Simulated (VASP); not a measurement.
Set up this calculation in VASP 6.6.1, as the native input.

* Task: electric field gradients
* Functional: PBE
* Potentials or basis: VASP PAW PBE potentials, release 64 (Hg, Te)
* Cutoff: 520 eV
* k mesh: 11 × 11 × 11
* Occupations: fermi-dirac, width 0.03 eV
* Spin: no spin polarisation
* Dipole correction: no
* Further INCAR settings: ALGO = Normal; EDIFF = 1e-08; NBANDS = 16

The structure of HgTe lies in POSCAR:

```
HgTe
1.0
    0.0000000000      3.1964104840      3.1964104840
    3.1964104840      0.0000000000      3.1964104840
    3.1964104840      3.1964104840      0.0000000000
Hg Te
1 1
Direct
    0.0000000000      0.0000000000      0.0000000000
    0.7500000000      0.7500000000      0.7500000000
```

This cell differs from its parent crystal: volume scaled by 0.975.

One way to write it, as run:

INCAR

```
PREC = Accurate ; ENCUT = 520
EDIFF = 1E-8 ; ISMEAR = -1
SIGMA = 0.03 ; LREAL = F
LASPH = T ; NELM = 80
ALGO = Normal ; ISIF = 2
LWAVE = F ; LCHARG = F
GGA = PE ; LEFG = T
NBANDS = 16
```

KPOINTS

```
regular mesh
0
Gamma
  11 11 11
```

Potentials or basis: VASP PAW PBE potentials, release 64 (Hg, Te).

The run is started by

```bash
$ cat potpaw_PBE.64/Hg/POTCAR potpaw_PBE.64/Te/POTCAR > POTCAR
$ mpirun -np 1 vasp_std > vasp.out
```

Results of the run:

```
Pressure               : 5.6 GPa
Band gap on the k mesh : zero (filled and empty bands touch)
```

Caveat: without QUAD_EFG the Cq values of the log hold for a quadrupole moment of 1 mb, not for the nuclei; spin-orbit coupling is left out, which moves the levels of the heavy elements.

Wall time 58 s on 1 thread of Intel(R) Xeon(R) Platinum 8375C CPU @ 2.90GHz (Ice Lake) (shared host), peak memory 0.24 GiB.
